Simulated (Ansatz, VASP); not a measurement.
## Two plane-wave programs on CoSi

INCAR

```
PREC = Accurate
ENCUT = 520
EDIFF = 1E-6
ISMEAR = -1
SIGMA = 0.03
LREAL = F
LASPH = T
NELM = 150
ALGO = Normal
ISIF = 2
LWAVE = F
LCHARG = F
ISPIN = 2
MAGMOM = 0.6 -0.6 0 0
LORBIT = 11
LMAXMIX = 4
GGA = PE
NBANDS = 25
```

File KPOINTS:

```
Automatic mesh
0
Gamma
  13 13 7
```

POSCAR

```
CoSi
1.0
    2.7813340000      0.0000000000      0.0000000000
    0.0000000000      2.7813340000      0.0000000000
    0.0000000000      0.0000000000      5.5626680000
Co Si
2 2
Direct
    0.0000000000      0.0000000000      0.0000000000
    0.0000000000      0.0000000000      0.5000000000
    0.5000000000      0.5000000000      0.2500000000
    0.5000000000      0.5000000000      0.7500000000
```

Input for Ansatz:

```yaml
crystal:
  lattice:
    - [2.781334, 0.0, 0.0]
    - [0.0, 2.781334, 0.0]
    - [0.0, 0.0, 5.562668]
  atoms:
    - { symbol: Co, position: [0.0, 0.0, 0.0], spin: 0.6 }
    - { symbol: Co, position: [0.0, 0.0, 0.5], spin: -0.6 }
    - { symbol: Si, position: [0.5, 0.5, 0.25] }
    - { symbol: Si, position: [0.5, 0.5, 0.75] }
magnetization:
  spin_polarized: true
kpoints:
  mp_grid: { grid: [13, 13, 7] }
scf:
  occupations: { method: fermi_dirac, width: 0.03 }
  lower_state_search: "off"
hamiltonian:
  xc: pbe
  pseudopotentials: { kind: paw }
output:
  forces: true
  stress: true
  eigenvalues: true
  populations: true
  write_density: true
  write_potential: true
  elf: true
  volumetric_format: npy
```

Alike in both runs: task single point; functional PBE; k mesh 13 × 13 × 7; occupations fermi-dirac, width 0.03 eV; collinear spin.

|  | VASP | Ansatz |
| --- | --- | --- |
| version | VASP 6.6.1 | Ansatz 0.2.0 |
| potentials or method | VASP PAW PBE potentials, release 64 (Co, Si) | PAW with Ansatz's default frozen-core files, scalar-relativistic |
| plane-wave cutoff (eV) | 520 | 420 |
| valence electrons in the cell | 26 | 42 |

```csv
,VASP,Ansatz,Ansatz less VASP
pressure (GPa),-0.7,-0.6,+0.15
"traceless stress, the component that is largest in VASP (GPa)",0.50,0.70,+0.201
net moment per atom (μB),0.00,0.00,0.000
size of the moment on the site where the two differ most (μB),0.19,0.23,+0.039
```

Site moments also hang on the region over which each program counts them. With one functional, cell and mesh, what is left measures potentials, basis and numerics. VASP's potentials hold 26 valence electrons a cell and Ansatz's 42, so a difference there can come from the potentials and not from the codes.
